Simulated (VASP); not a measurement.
Set up this calculation in VASP 6.6.1, as the native input.

- Task: single point
- Functional: PBEsol
- Potentials or basis: VASP PAW PBE potentials, release 64 (Pt, C)
- Cutoff: 520 eV
- k mesh: 14 × 14 × 14
- Occupations: fermi-dirac, width 0.05 eV
- Spin: no spin polarisation
- Dipole correction: no
- Further INCAR settings: ALGO = Normal; EDIFF = 1e-07; NBANDS = 14

The structure of PtC (CsCl type) lies in POSCAR:

```
PtC
1.0
    2.7716252463      0.0000000000      0.0000000000
    0.0000000000      2.7716252463      0.0000000000
    0.0000000000      0.0000000000      2.7716252463
Pt C
1 1
Direct
    0.0000000000      0.0000000000      0.0000000000
    0.5000000000      0.5000000000      0.5000000000
```

These files were run (other wordings do the same):

INCAR

```
SYSTEM = PtC
PREC = Accurate
ENCUT = 520
EDIFF = 1E-7
ISMEAR = -1
SIGMA = 0.05
LREAL = .False.
LASPH = .True.
NELM = 100
ALGO = Normal
ISIF = 2
LWAVE = .False.
LCHARG = .False.
GGA = PS
NBANDS = 14
```

KPOINTS

```
regular mesh
0
Gamma
  14 14 14
  0 0 0
```

Potentials or basis: VASP PAW PBE potentials, release 64 (Pt, C).

Command:

```bash
$ cat potpaw_PBE.64/Pt/POTCAR potpaw_PBE.64/C/POTCAR > POTCAR
$ mpirun -np 1 vasp_std > vasp.out
```

Results of the run:

```
Pressure               : 0.0 GPa
Band gap on the k mesh : zero (band 7 reaches 15.13 eV, above the bottom of band 8 at 10.80 eV)
```

Caveat: the PAW data sets were made with another functional, which shifts forces and pressure a little; spin-orbit coupling is left out, which moves the levels of the heavy elements.

Run time: 23 s on 1 thread of Intel(R) Xeon(R) Platinum 8488C (Sapphire Rapids) (shared host), peak memory 0.17 GiB.
